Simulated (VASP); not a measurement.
# Mo (Fm-3m) in VASP: further runs

Runs on Mo. Level: PBE. Tasks: single point.

All numbers are computed with VASP 6.6.1; they aren't measurements. Logs are shortened: lines on timing, memory, paths and dates and some standing lists are left out, and cuts for length are marked.

## Step 1: The cell of the first run

Symmetry: Fm-3m, No. 225, cubic system. The conventional cell has a = 3.836 Å, b = 3.836 Å, c = 3.836 Å, α = 90.00°, β = 90.00°, γ = 90.00°. Mo (site symmetry m-3m) has 12 Mo at 2.71 Å within 3.6 Å.

## Step 2: Single point, PBE (volume scaled by 0.88)

File INCAR:

```
SYSTEM = Mo
  ALGO = Normal
  EDIFF = 1E-6
  ENCUT = 520
  GGA = PE
  ISIF = 2
  ISMEAR = -1
  LASPH = .TRUE.
  LCHARG = .FALSE.
  LREAL = .FALSE.
  LWAVE = .FALSE.
  NBANDS = 13
  NELM = 100
  PREC = Accurate
  SIGMA = 0.1
```

File KPOINTS:

```
k-points
0
G
  15 15 15
  0 0 0
```

File POSCAR:

```
Mo
1.0
    0.0000000000      1.9180265839      1.9180265839
    1.9180265839      0.0000000000      1.9180265839
    1.9180265839      1.9180265839      0.0000000000
Mo
1
Direct
    0.0000000000      0.0000000000      0.0000000000
```

Potentials or basis: VASP PAW PBE potentials, release 64 (Mo_sv).

Started as:

```console
cat potpaw_PBE.64/Mo_sv/POTCAR > POTCAR
mpirun -np 1 vasp_std > vasp.out
```

OUTCAR:

```text
SYSTEM = Mo
   EDIFF = 1E-6
   ENCUT = 520
   GGA = PE
   ISIF = 2
   ISMEAR = -1
   LASPH = .TRUE.
   LREAL = .FALSE.
   NELM = 100
   PREC = Accurate

 ion  position               nearest neighbor table
   1  0.000  0.000  0.000-

  LATTYP: Found a face centered cubic cell.
 ALAT       =     3.8360531678

  Lattice vectors:

 A1 = (   0.0000000000,   1.9180265839,   1.9180265839)
 A2 = (   1.9180265839,   0.0000000000,   1.9180265839)
 A3 = (   1.9180265839,   1.9180265839,   0.0000000000)

Analysis of symmetry for initial positions (statically):
=====================================================================
 Subroutine PRICEL returns:
 Original cell was already a primitive cell.

 Routine SETGRP: Setting up the symmetry group for a
 face centered cubic supercell.

 Subroutine GETGRP returns: Found 48 space group operations
 (whereof 48 operations were pure point group operations)
 out of a pool of 48 trial point group operations.

The static configuration has the point symmetry O_h .

Analysis of symmetry for dynamics (positions and initial velocities):
=====================================================================
 Subroutine PRICEL returns:
 Original cell was already a primitive cell.

 Routine SETGRP: Setting up the symmetry group for a
 face centered cubic supercell.

 Subroutine GETGRP returns: Found 48 space group operations
 (whereof 48 operations were pure point group operations)
 out of a pool of 48 trial point group operations.

The dynamic configuration has the point symmetry O_h .

 Subroutine INISYM returns: Found 48 space group operations
 (whereof 48 operations are pure point group operations),
 and found     1 'primitive' translations

----------------------------------------------------------------------------------------

                                     Primitive cell

  volume of cell :      14.1122

  direct lattice vectors                    reciprocal lattice vectors
     0.000000000  1.918026584  1.918026584    -0.260684604  0.260684604  0.260684604
     1.918026584  0.000000000  1.918026584     0.260684604 -0.260684604  0.260684604
     1.918026584  1.918026584  0.000000000     0.260684604  0.260684604 -0.260684604

  length of vectors
     2.712499208  2.712499208  2.712499208     0.451518978  0.451518978  0.451518978

  position of ions in fractional coordinates (direct lattice)
     0.000000000  0.000000000  0.000000000

  ion indices of the primitive-cell ions
   primitive index   ion index
                 1           1

[... 76 lines left out ...]
   NFREE  =      0    steps in history (QN), initial steepest desc. (CG)
   ISIF   =      2    stress and relaxation
   ISYM   =      2    0-nonsym 1-usesym 2-fastsym
   POTIM  = 0.5000    time-step for ionic-motion
   TEBEG  =    0.0;   TEEND  =   0.0 temperature during run
   PSTRESS=    0.0 pullay stress
   NELECT =      14.0000    total number of electrons
   NUPDOWN=      -1.0000    fix difference up-down
   EMIN   =  10.00;   EMAX   =-10.00  energy-range for DOS
   EFERMI =   0.00;   METHOD = LEGACY
   ISMEAR =    -1;   SIGMA  =   0.10  broadening in eV -4-tet -1-fermi 0-gaus
   EFERMI_NEDOS =   21; number of points for ismear=-14 and -15
   IALGO  =     38    algorithm
   IMIX   =      4    mixing-type and parameters
     AMIX     =   0.40;   BMIX     =  1.00
     AMIX_MAG =   1.60;   BMIX_MAG =  1.00
  volume/ion in A,a.u.               =      14.11        95.23
  Fermi-wavevector in a.u.,A,eV,Ry     =   1.632749  3.085449 36.271375  2.665871
  Thomas-Fermi vector in A             =   2.724669
   LORBIT       =      0    0 simple, 1 ext, 2 COOP (PROOUT), +10 PAW based schemes
   GGA     = PE    functional components
   LHFCALC =     F    Hartree Fock is set to
   AEXX    =    0.0000 exact exchange contribution
   IVDW    =     0    specifies the selected vdW correction
   LEPSILON=     F    determine dielectric tensor
   LRPA    =     F    only Hartree local field effects (RPA)
 non-spin polarized calculation
  energy-cutoff  :      520.00
  volume of cell :       14.11
 maximum number of plane-waves:       388
   NGX =  9   NGY =  9   NGZ =  9

 number of electron      13.9999999 magnetization

 Free energy of the ion-electron system (eV)
  ---------------------------------------------------
  ext. energy  EPLUGINS =         0.00000000
  ---------------------------------------------------
  free energy    TOTEN  =       -10.30793343 eV

  energy without entropy =      -10.26892150  energy(sigma->0) =      -10.28842747

 E-fermi :  13.8553     XC(G=0): -13.9555

 val. band max:       13.8466665514   @ k =   0.3333   0.1333   0.0667
 cond. band min:      13.8739265893   @ k =  -0.4667   0.4000   0.1333
 fundamental gap:      0.0272600379
 Fermi energy:        13.8552733581

 k-point     1 :       0.0000    0.0000    0.0000
  band No.  band energies     occupation
      1     -46.8471      2.00000
      2     -19.8572      2.00000
      3     -19.8572      2.00000
      4     -19.8572      2.00000
      5       6.7856      2.00000
      6      12.9212      1.99982
      7      12.9212      1.99982
      8      12.9212      1.99982
      9      16.1343      0.00000
     10      16.1343      0.00000
     11      26.9685      0.00000
     12      32.8695      0.00000
     13      32.8695      0.00000
[... 354 lines left out ...]
  band No.  band energies     occupation
      1     -46.7174      2.00000
      2     -20.4250      2.00000
      3     -20.0334      2.00000
      4     -20.0173      2.00000
      5       8.4252      2.00000
      6      11.5479      2.00000
      7      13.7700      1.40216
      8      13.9359      0.61729
      9      14.7997      0.00016
     10      16.6537      0.00000
     11      30.1848      0.00000
     12      31.0002      0.00000
     13      34.2578      0.00000

 [... further k-points ...]
[... 5 lines left out ...]
  --------------------------------------------------------------------------------------
  -------------------------------------------------------------------------------------
  Total        3.5607255      3.5607255      3.5607255      0.0000000      0.0000000      0.0000000
  in kB      404.2548260    404.2548260    404.2548260      0.0000000      0.0000000      0.0000000
  external PRESSURE =     404.2548260 kB  Pullay stress =       0.0000000 kB

 VOLUME and BASIS-vectors are now :
 -----------------------------------------------------------------------------
  energy-cutoff  :      520.00
  volume of cell :       14.11
      direct lattice vectors                 reciprocal lattice vectors
     0.000000000  1.918026584  1.918026584    -0.260684604  0.260684604  0.260684604
     1.918026584  0.000000000  1.918026584     0.260684604 -0.260684604  0.260684604
     1.918026584  1.918026584  0.000000000     0.260684604  0.260684604 -0.260684604

 POSITION                                       TOTAL-FORCE (eV/Angst)
 -----------------------------------------------------------------------------------
      0.00000      0.00000      0.00000        -0.000000      0.000000      0.000000
 -----------------------------------------------------------------------------------
    total drift:                                0.000000      0.000000      0.000000

  FREE ENERGIE OF THE ION-ELECTRON SYSTEM (eV)
  ---------------------------------------------------
  free  energy   TOTEN  =       -10.3079334333 eV

  energy  without entropy=      -10.2689214979  energy(sigma->0) =      -10.28842747
```

OSZICAR:

```text
N       E                     dE             d eps       ncg     rms          rms(c)
DAV:   1     0.934184995227E+02    0.93418E+02   -0.81148E+03  3149   0.112E+03
DAV:   2    -0.956832269960E+01   -0.10299E+03   -0.98925E+02  3585   0.315E+02
DAV:   3    -0.107984126511E+02   -0.12301E+01   -0.12271E+01  3395   0.341E+01
DAV:   4    -0.108010995203E+02   -0.26869E-02   -0.26868E-02  3540   0.192E+00
DAV:   5    -0.108011147129E+02   -0.15193E-04   -0.15193E-04  3540   0.131E-01    0.179E+01
DAV:   6    -0.103804977990E+02    0.42062E+00   -0.50436E-01  3185   0.881E+00    0.622E+00
DAV:   7    -0.103111923548E+02    0.69305E-01   -0.13259E-01  3440   0.433E+00    0.681E-01
DAV:   8    -0.103078910775E+02    0.33013E-02   -0.35258E-03  3220   0.751E-01    0.983E-02
DAV:   9    -0.103079253734E+02   -0.34296E-04   -0.43478E-05  3735   0.790E-02    0.683E-02
DAV:  10    -0.103079328996E+02   -0.75262E-05   -0.11060E-05  3270   0.409E-02    0.584E-03
DAV:  11    -0.103079334333E+02   -0.53371E-06   -0.12214E-07  1795   0.457E-03
   1 F= -.10307933E+02 E0= -.10288427E+02  d E =-.390119E-01
```

stdout:

```text
POSCAR found type information on POSCAR Mo
 POSCAR found :  1 types and       1 ions
 scaLAPACK will be used
 LDA part: xc-table for (Slater+PW92), standard interpolation
 POSCAR, INCAR and KPOINTS ok, starting setup
 FFT: planning ... GRIDC
 FFT: planning ... GRID_SOFT
 FFT: planning ... GRID
 WAVECAR not read
 entering main loop
```

Wall time 14 s (1 thread of Intel Xeon 8259CL, shared host); peak memory 0.14 GiB.

What came out:

- Free energy: -10.3079 eV
- Pressure: 40.4 GPa
- Band gap on the k mesh: zero (band 7 reaches 18.55 eV, above the bottom of band 8 at 12.92 eV)

Levels at points of the mesh, in eV from the Fermi level:
| k point | band 5 | band 6 | band 7 | band 8 | band 9 | band 10 |
| --- | --- | --- | --- | --- | --- | --- |
| (0.00, 0.00, 0.00) | -7.07 | -0.93 | -0.93 | -0.93 | 2.28 | 2.28 |

## Step 3: Single point, PBE (volume scaled by 0.92)

File INCAR:

```
PREC = Accurate
ENCUT = 520
EDIFF = 1E-6
ISMEAR = -1
SIGMA = 0.1
LREAL = F
LASPH = T
NELM = 60
ALGO = Normal
ISIF = 2
LWAVE = F
LCHARG = T
GGA = PE
LELF = T
LVHAR = T
NBANDS = 13
```

File KPOINTS:

```
Automatic mesh
0
Gamma
  15 15 15
```

File POSCAR:

```
Mo
1.0
    0.0000000000      1.9466580675      1.9466580675
    1.9466580675      0.0000000000      1.9466580675
    1.9466580675      1.9466580675      0.0000000000
Mo
1
Direct
    0.0000000000      0.0000000000      0.0000000000
```

Potentials or basis: VASP PAW PBE potentials, release 64 (Mo_sv).

Started as:

```console
cat potpaw_PBE.64/Mo_sv/POTCAR > POTCAR
mpirun -np 1 vasp_std > vasp.out
```

Run time: 17 s. Hardware: 1 thread of Intel Xeon 8259CL, shared host; peak memory 0.14 GiB.

The run converged. Its results:

```yaml
Free_energy: -10.4372 eV
Pressure: 24.5 GPa
Band_gap_on_the_k_mesh: zero (band 7 reaches 17.47 eV, above the bottom of band 8 at 12.26 eV)
```

Levels at points of the mesh, in eV from the Fermi level:
```tsv
k point	band 3	band 4	band 5	band 6	band 7	band 8	band 9	band 10	band 11	band 12
(0.00, 0.00, 0.00)	-33.83	-33.83	-6.96	-0.85	-0.85	-0.85	2.17	2.17	13.12	18.79
```
